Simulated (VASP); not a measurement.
A run of VASP 6.6.1 is set up as follows.

The input INCAR:

```
PREC = Accurate
ENCUT = 520
EDIFF = 1E-6
ISMEAR = -1
SIGMA = 0.01
LREAL = Auto
LASPH = True
NELM = 100
ALGO = Normal
ISIF = 2
LWAVE = False
LCHARG = False
GGA = PE
NBANDS = 242
NELECT = 392.0
```

KPOINTS

```
Automatic mesh
0
Gamma
  1 1 1
```

POSCAR

```
Al32ClO48
1.0
    4.8078835200      2.7758328500      8.7484141900
   -4.8078835200      2.7758328500      8.7484141900
    0.0000000000     -5.5516656900      8.7484141900
Al O Cl
32 48 1
Direct
    0.3181450439      0.3206515522      0.3576819439
    0.4289536237      0.4338183422      0.4317120120
    0.0696557850      0.0749235915      0.0762360716
    0.1760873186      0.1804018990      0.1697500414
    0.3171098545      0.3212761368      0.8161117867
    0.4331529185      0.4308704173      0.8879521271
    0.0761088237      0.0749415741      0.5731126177
    0.1715665054      0.1712459902      0.6877375908
    0.3250374213      0.8332340092      0.3217127950
    0.4277084962      0.9284248696      0.4352019161
    0.0720961359      0.5818634773      0.0694452077
    0.1684708150      0.6797024183      0.1796751064
    0.3204213349      0.8197759865      0.8290112261
    0.4240507338      0.9248467681      0.9271880341
    0.0699296024      0.5734740393      0.5774090414
    0.1778205168      0.6804982522      0.6711790016
    0.8260273694      0.3267981368      0.3205704396
    0.9308114612      0.4306308745      0.4189604506
    0.5861679805      0.0732227334      0.0420162916
    0.6766340283      0.1652156485      0.2057404122
    0.8228879261      0.3229180350      0.8125609643
    0.9173975238      0.4257893161      0.9263375068
    0.5696301522      0.0726938205      0.5759523650
    0.6785015767      0.1805808201      0.6712583837
    0.8206890925      0.8262343600      0.3255371130
    0.9301012731      0.9252721212      0.4289207150
    0.5702679101      0.5749506358      0.0780463530
    0.6762805469      0.6809811600      0.1714654097
    0.8258227341      0.8205680311      0.8189534140
    0.9252267612      0.9294042751      0.9225194818
    0.5798702977      0.5795967886      0.5594943932
    0.6759057123      0.6746927045      0.6748548385
    0.2276214610      0.0386152182      0.3679287684
    0.4817097522      0.0914848243      0.3786410156
    0.0292377034      0.3778468145      0.2173147025
    0.3737128028      0.2187377505      0.0038775224
    0.1238501609      0.2793869989      0.4758777099
    0.2412592478      0.5079684962      0.1272259576
    0.2199781131      0.0266027961      0.8810125935
    0.4746789475      0.1208167974      0.7758611364
    0.0203505645      0.3748843199      0.7260601053
    0.3569893582      0.2375449088      0.5561229586
    0.1173028480      0.2799977213      0.9683427050
    0.2684752994      0.4823633846      0.6242169247
    0.2173070964      0.5334867613      0.3787195359
    0.4708636942      0.6334150532      0.2795721697
    0.0270924885      0.8764435560      0.2228484391
    0.3728718053      0.7219262266      0.0306007873
    0.1268754249      0.7837607232      0.4699616079
    0.2766784790      0.9726628942      0.1254763639
    0.2186129703      0.5329244534      0.8701444825
    0.4716756544      0.6263948768      0.7724060654
    0.0309940925      0.8755045685      0.7161960002
    0.3760658704      0.7304138892      0.5219227933
    0.1158023947      0.7930247081      0.9673016040
    0.2701743384      0.9674403986      0.6360400355
    0.7396566044      0.0201759877      0.3823933911
    0.9746351851      0.1272556712      0.2762896618
    0.5309164644      0.3778399606      0.2432363569
    0.8647557401      0.2211482178      0.0334522806
    0.6299461883      0.2762098732      0.4713291305
    0.7780235454      0.4740877296      0.1224901943
    0.7310272374      0.0108951906      0.8651824364
    0.9773755625      0.1226412531      0.7761259508
    0.5141176470      0.3935024122      0.6908282648
    0.8779513303      0.2247006875      0.5249101541
    0.6601645664      0.2687110313      0.8686964718
    0.7833106595      0.4808149784      0.6118485265
    0.7243877625      0.5307439281      0.3667158456
    0.9563015725      0.6358420619      0.2812846972
    0.5298997574      0.8856827111      0.2144854147
    0.8750625729      0.7233103524      0.0251238241
    0.6277159917      0.7738436998      0.4719892334
    0.7700815471      0.9808168937      0.1238160667
    0.7122239288      0.5234186060      0.8799128787
    0.9673258428      0.6237305804      0.7783730014
    0.5259735278      0.8729093454      0.7228839518
    0.8750197442      0.7202266847      0.5319874441
    0.6237253987      0.7762218135      0.9714838323
    0.7801031216      0.9707637307      0.6239017113
    0.4705464178      0.2794355067      0.1236881868
```

Potentials or basis: VASP PAW PBE potentials, release 64 (Al, O, Cl).

Launch:

```bash
$ cat potpaw_PBE.64/Al/POTCAR potpaw_PBE.64/O/POTCAR potpaw_PBE.64/Cl/POTCAR > POTCAR
$ mpirun -np 1 vasp_gam > vasp.out
```

Predict the largest force.

0.066 eV/Å.

Forces in eV/Å, atoms in the order of the input:
```
Al  -0.031  0.040 -0.025
Al  -0.005 -0.012  0.009
Al  -0.001  0.002 -0.010
Al  -0.003 -0.005  0.007
Al  -0.003  0.007 -0.016
Al   0.006 -0.002  0.010
Al  -0.010 -0.002 -0.004
Al   0.004  0.005  0.013
Al   0.000 -0.003 -0.015
Al   0.004 -0.013 -0.007
Al   0.002  0.002 -0.023
Al  -0.008  0.015  0.028
Al   0.002  0.011 -0.006
Al  -0.005  0.001  0.012
Al  -0.002  0.001 -0.006
Al   0.001  0.000  0.006
Al  -0.004 -0.002 -0.009
Al   0.002  0.002  0.011
Al  -0.018 -0.005  0.006
Al  -0.026  0.003  0.002
Al   0.004  0.005 -0.001
Al  -0.001  0.000  0.014
Al   0.001  0.006 -0.009
Al   0.007 -0.012  0.007
Al  -0.017 -0.006 -0.011
Al   0.001  0.001  0.003
Al  -0.003  0.002 -0.005
Al  -0.003 -0.001  0.012
Al  -0.004 -0.002 -0.001
Al  -0.020  0.007  0.007
Al  -0.001  0.001 -0.015
Al  -0.006  0.003  0.003
O    0.001  0.002 -0.002
O   -0.008  0.032  0.013
O    0.002  0.007 -0.001
O    0.007 -0.011  0.014
O    0.000 -0.004 -0.003
O    0.057 -0.028  0.017
O   -0.002 -0.004  0.006
O   -0.005 -0.001  0.001
O    0.002  0.005 -0.001
O    0.006  0.003  0.000
O   -0.001  0.004  0.005
O    0.000 -0.001  0.000
O    0.003 -0.002  0.008
O    0.000 -0.004 -0.004
O    0.000 -0.003  0.008
O    0.000 -0.007 -0.004
O    0.004  0.003  0.004
O    0.003  0.000 -0.001
O    0.000 -0.007  0.002
O   -0.009 -0.011  0.004
O    0.002 -0.001 -0.003
O    0.004 -0.005  0.000
O    0.017 -0.005  0.004
O    0.001 -0.002 -0.002
O    0.006  0.001 -0.001
O    0.002 -0.004  0.001
O    0.012  0.011 -0.024
O    0.000  0.002 -0.006
O   -0.004  0.006  0.001
O    0.004  0.000 -0.003
O   -0.002  0.002 -0.001
O    0.001 -0.004  0.001
O    0.006 -0.001 -0.001
O    0.001  0.003  0.002
O   -0.007 -0.020  0.001
O   -0.002 -0.003  0.003
O    0.000  0.000 -0.002
O    0.007  0.002 -0.006
O    0.001 -0.008  0.002
O    0.000 -0.001 -0.004
O    0.001 -0.001 -0.003
O   -0.001  0.002  0.001
O    0.003 -0.001  0.002
O    0.006 -0.003 -0.004
O    0.001 -0.002 -0.002
O    0.004  0.002  0.006
O   -0.001  0.002 -0.003
O    0.004  0.002  0.000
Cl   0.009  0.002 -0.012
```

Caveat: the k points lie up to 0.79 Å⁻¹ apart; the cell carries a net charge on a neutralising background, which shifts energy and pressure.
